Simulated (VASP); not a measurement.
# Ba2BCl (P4/mmm) in VASP: notebook, part 2 of 2

VASP 6.6.1. Earlier steps stand in the parts before.

### 3 Single point, PBE

This run uses another cell than the first one, of 31.95 Å³/atom.

File INCAR:

```
PREC = Accurate
ENCUT = 520
EDIFF = 1E-6
ISMEAR = 0
SIGMA = 0.1
LREAL = F
LASPH = T
NELM = 60
ALGO = Normal
ISIF = 2
LWAVE = F
LCHARG = T
GGA = PE
LELF = T
LVHAR = T
NBANDS = 23
```

File KPOINTS:

```
Automatic mesh
0
Gamma
  10 10 8
```

File POSCAR:

```
Ba2BCl
1.0
    4.5101082533      0.0000000000      0.0000000000
    0.0000000000      4.5101082533      0.0000000000
    0.0000000000      0.0000000000      6.2824547760
Ba B Cl
2 1 1
Direct
    0.0000000000      0.0000000000      0.5000000000
    0.5000000000      0.5000000000      0.0000000000
    0.0000000000      0.0000000000      0.0000000000
    0.5000000000      0.5000000000      0.5000000000
```

Potentials or basis: VASP PAW PBE potentials, release 64 (Ba_sv, B, Cl).

On the command line:

```
$ cat potpaw_PBE.64/Ba_sv/POTCAR potpaw_PBE.64/B/POTCAR potpaw_PBE.64/Cl/POTCAR > POTCAR
$ mpirun -np 1 vasp_std > vasp.out
```

OUTCAR:

```text
PREC = Accurate
   ENCUT = 520
   EDIFF = 1E-6
   ISMEAR = 0
   LREAL = F
   LASPH = T
   NELM = 60
   ISIF = 2
   GGA = PE

 ion  position               nearest neighbor table
   1  0.000  0.000  0.500-   3 3.14   3 3.14   4 3.19   4 3.19   4 3.19   4 3.19   2 4.48   2 4.48
                             2 4.48   2 4.48   2 4.48   2 4.48   2 4.48   2 4.48
   2  0.500  0.500  0.000-   4 3.14   4 3.14   3 3.19   3 3.19   3 3.19   3 3.19   1 4.48   1 4.48
                             1 4.48   1 4.48   1 4.48   1 4.48   1 4.48   1 4.48
   3  0.000  0.000  0.000-   1 3.14   1 3.14   2 3.19   2 3.19   2 3.19   2 3.19
   4  0.500  0.500  0.500-   2 3.14   2 3.14   1 3.19   1 3.19   1 3.19   1 3.19

  LATTYP: Found a simple tetragonal cell.
 ALAT       =     4.5101082533
 C/A-ratio  =     1.3929720581

  Lattice vectors:

 A1 = (   4.5101082533,   0.0000000000,   0.0000000000)
 A2 = (   0.0000000000,   4.5101082533,   0.0000000000)
 A3 = (   0.0000000000,   0.0000000000,   6.2824547760)

Analysis of symmetry for initial positions (statically):
=====================================================================
 Subroutine PRICEL returns:
 Original cell was already a primitive cell.
[... 176 lines left out ...]

 val. band max:        3.0124100742   @ k =   0.5000   0.1000   0.1250
 cond. band min:       3.0164995111   @ k =   0.4000   0.3000   0.1250
 fundamental gap:      0.0040894369
 Fermi energy:         3.0150252914

 k-point     1 :       0.0000    0.0000    0.0000
  band No.  band energies     occupation
      1     -25.5115      2.00000
      2     -24.7066      2.00000
      3     -14.4851      2.00000
      4     -10.8399      2.00000
      5     -10.8399      2.00000
      6     -10.7205      2.00000
[... 613 lines left out ...]
     22       6.2422      0.00000
     23       6.4253      0.00000

 [... further k-points ...]

------------------------ aborting loop because EDIFF is reached ----------------------------------------

  FORCE on cell =-STRESS in cart. coord.  units (eV):
  Direction    XX          YY          ZZ          XY          YZ          ZX
  --------------------------------------------------------------------------------------
  -------------------------------------------------------------------------------------
  Total        0.3047556      0.3047556      0.3179272      0.0000000     -0.0000000      0.0000000
  in kB        3.8208408      3.8208408      3.9859788      0.0000000     -0.0000000      0.0000000
  external PRESSURE =       3.8758868 kB  Pullay stress =       0.0000000 kB

 VOLUME and BASIS-vectors are now :
 -----------------------------------------------------------------------------
  energy-cutoff  :      520.00
  volume of cell :      127.79
      direct lattice vectors                 reciprocal lattice vectors
     4.510108253  0.000000000  0.000000000     0.221724168  0.000000000  0.000000000
     0.000000000  4.510108253  0.000000000     0.000000000  0.221724168  0.000000000
     0.000000000  0.000000000  6.282454776     0.000000000  0.000000000  0.159173450

 POSITION                                       TOTAL-FORCE (eV/Angst)
 -----------------------------------------------------------------------------------
      0.00000      0.00000      3.14123         0.000000      0.000000      0.000000
      2.25505      2.25505      0.00000         0.000000      0.000000      0.000000
      0.00000      0.00000      0.00000         0.000000      0.000000      0.000000
      2.25505      2.25505      3.14123         0.000000      0.000000      0.000000
 -----------------------------------------------------------------------------------
    total drift:                                0.000000      0.000000      0.000000

  FREE ENERGIE OF THE ION-ELECTRON SYSTEM (eV)
  ---------------------------------------------------
  free  energy   TOTEN  =       -14.0874701839 eV

  energy  without entropy=      -14.0599798645  energy(sigma->0) =      -14.07372502
```

OSZICAR:

```text
N       E                     dE             d eps       ncg     rms          rms(c)
DAV:   1     0.195977880771E+03    0.19598E+03   -0.13010E+04  4830   0.113E+03
DAV:   2    -0.812651067465E+00   -0.19679E+03   -0.18730E+03  6863   0.215E+02
DAV:   3    -0.148345066374E+02   -0.14022E+02   -0.13853E+02  6400   0.609E+01
DAV:   4    -0.152398274040E+02   -0.40532E+00   -0.40447E+00  7372   0.920E+00
DAV:   5    -0.152461710500E+02   -0.63436E-02   -0.63414E-02  6338   0.101E+00    0.599E+00
DAV:   6    -0.140999530955E+02    0.11462E+01   -0.30670E+00  6058   0.518E+00    0.378E+00
DAV:   7    -0.140941122437E+02    0.58409E-02   -0.35917E-01  6983   0.211E+00    0.182E+00
DAV:   8    -0.140911060319E+02    0.30062E-02   -0.93764E-02  6158   0.137E+00    0.532E-01
DAV:   9    -0.140899800295E+02    0.11260E-02   -0.44854E-02  6753   0.909E-01    0.240E-01
DAV:  10    -0.140874693125E+02    0.25107E-02   -0.40723E-03  5968   0.234E-01    0.105E-01
DAV:  11    -0.140874299719E+02    0.39341E-04   -0.12398E-03  6779   0.136E-01    0.339E-02
DAV:  12    -0.140874699917E+02   -0.40020E-04   -0.11199E-04  6145   0.522E-02    0.170E-02
DAV:  13    -0.140874726297E+02   -0.26380E-05   -0.15814E-05  6445   0.231E-02    0.766E-03
DAV:  14    -0.140874704352E+02    0.21945E-05   -0.14937E-05  6466   0.139E-02    0.331E-03
DAV:  15    -0.140874701839E+02    0.25133E-06   -0.17055E-06  4922   0.443E-03
   1 F= -.14087470E+02 E0= -.14073725E+02  d E =-.274903E-01
```

Wall time 8.5 min (1 thread of Intel Xeon 8259CL, shared host); peak memory 0.45 GiB.

What came out:

```yaml
Free_energy: -14.0875 eV
Pressure: 0.4 GPa
Band_gap_on_the_k_mesh: zero (bands 15 and 16 overlap by 1.05 eV)
```

Caveat: spin-orbit coupling is left out, which moves the levels of the heavy elements.

### 4 Relaxation of cell and atoms, PBE

File INCAR:

```
ALGO = Normal ; EDIFF = 1E-7
EDIFFG = -0.01 ; ENCUT = 600
GGA = PE ; IBRION = 2
ISIF = 3 ; ISMEAR = 0
LASPH = True ; LCHARG = False
LREAL = False ; LWAVE = False
NELM = 60 ; NSW = 100
PREC = Accurate ; SIGMA = 0.1
```

File KPOINTS:

```
k-points
0
Gamma
  10 10 8
```

File POSCAR:

```
Ba2BCl
1.0
    4.3666514300      0.0000000000      0.0000000000
    0.0000000000      4.3666514300      0.0000000000
    0.0000000000      0.0000000000      6.1769184900
Ba B Cl
2 1 1
Direct
    0.0000000000      0.0000000000      0.5000000000
    0.5000000000      0.5000000000      0.0000000000
    0.0000000000      0.0000000000      0.0000000000
    0.5000000000      0.5000000000      0.5000000000
```

On the command line:

```
$ cat potpaw_PBE.64/Ba_sv/POTCAR potpaw_PBE.64/B/POTCAR potpaw_PBE.64/Cl/POTCAR > POTCAR
$ mpirun -np 1 vasp_std > vasp.out
```

Wall time 25 min (1 thread of Intel Xeon 8259CL, shared host); peak memory 0.48 GiB.

It converged, with:

| Quantity | Value |
| --- | --- |
| Free energy | -14.0897 eV |
| Relaxed volume | 32.33 Å³/atom |
| Relaxed cell | a = 4.529 Å, b = 4.529 Å, c = 6.306 Å, α = 90.00°, β = 90.00°, γ = 90.00° |
| Space group after relaxing (to 0.1 Å) | P4/mmm (No. 123) |
| Energy gained by relaxing | 27.8 meV/atom |
| Ionic steps | 6 |
| Pressure after relaxing | 0.0 GPa |
| Band gap on the k mesh | zero (bands 15 and 16 overlap by 1.02 eV) |

The path:
```csv
step,energy change (eV),largest force (eV/Å),pressure (GPa),volume (Å³)
1,0.0000,0.0000,3.26,117.78
2,-0.1083,0.0000,0.25,128.28
3,-0.1092,0.0000,-0.02,129.47
4,-0.1091,0.0000,0.03,129.23
5,-0.1103,0.0000,0.03,129.27
6,-0.1111,0.0000,0.04,129.33
```

Final structure:
```cif
data_structure
_symmetry_space_group_name_H-M 'P 1'
_symmetry_Int_Tables_number 1
_cell_length_a 4.5287
_cell_length_b 4.5287
_cell_length_c 6.3058
_cell_angle_alpha 90.000
_cell_angle_beta 90.000
_cell_angle_gamma 90.000
_cell_volume 129.33
loop_
_atom_site_label
_atom_site_type_symbol
_atom_site_fract_x
_atom_site_fract_y
_atom_site_fract_z
_atom_site_occupancy
Ba1 Ba 0.00000 0.00000 0.50000 1
Ba2 Ba 0.50000 0.50000 0.00000 1
B1 B 0.00000 0.00000 0.00000 1
Cl1 Cl 0.50000 0.50000 0.50000 1
```

Levels at points of the mesh, in eV from the Fermi level:
| k point | band 12 | band 13 | band 14 | band 15 | band 16 | band 17 | band 18 | band 19 |
| --- | --- | --- | --- | --- | --- | --- | --- | --- |
| (0.00, 0.00, 0.00) | -5.45 | -5.32 | -0.23 | 0.75 | 1.01 | 1.39 | 1.39 | 1.78 |
| (0.50, 0.00, 0.00) | -5.37 | -4.71 | -1.17 | -0.02 | -0.02 | 1.86 | 2.43 | 2.96 |
| (0.50, 0.50, 0.00) | -5.28 | -5.28 | -0.03 | -0.03 | 0.61 | 0.61 | 1.20 | 2.62 |
| (0.00, 0.00, 0.50) | -5.49 | -5.14 | -0.92 | 0.08 | 0.89 | 0.89 | 1.35 | 1.48 |
| (0.50, 0.00, 0.50) | -6.06 | -4.30 | -1.38 | -0.99 | -0.28 | 2.46 | 3.21 | 3.32 |
| (0.50, 0.50, 0.50) | -5.54 | -4.87 | -0.38 | -0.20 | -0.20 | 2.12 | 2.12 | 2.92 |

Caveat: spin-orbit coupling is left out, which moves the levels of the heavy elements.

### 5 Overview

```tsv
task	cell	k mesh	cutoff (eV)	gap on the mesh (eV)	pressure (GPa)
single point	a = 4.367, b = 4.367, c = 6.177 Å, 4 atoms	4 × 4 × 4	520	none	3.3
single point	a = 4.510, b = 4.510, c = 6.282 Å, 4 atoms	10 × 10 × 8	520	none	0.4
relaxation of cell and atoms	relaxed from a = 4.367, b = 4.367, c = 6.177 Å, 4 atoms	10 × 10 × 8	600	none	0.0
```

Alike in all rows: level PBE; potentials or basis VASP PAW PBE potentials, release 64 (Ba_sv, B, Cl); no spin polarisation; smearing gaussian 0.1 eV.

Caveats: spin-orbit coupling is left out, which moves the levels of the heavy elements; the cell stands under pressure (at least some runs).

Absolute energies hang on the potentials; compare differences alone.
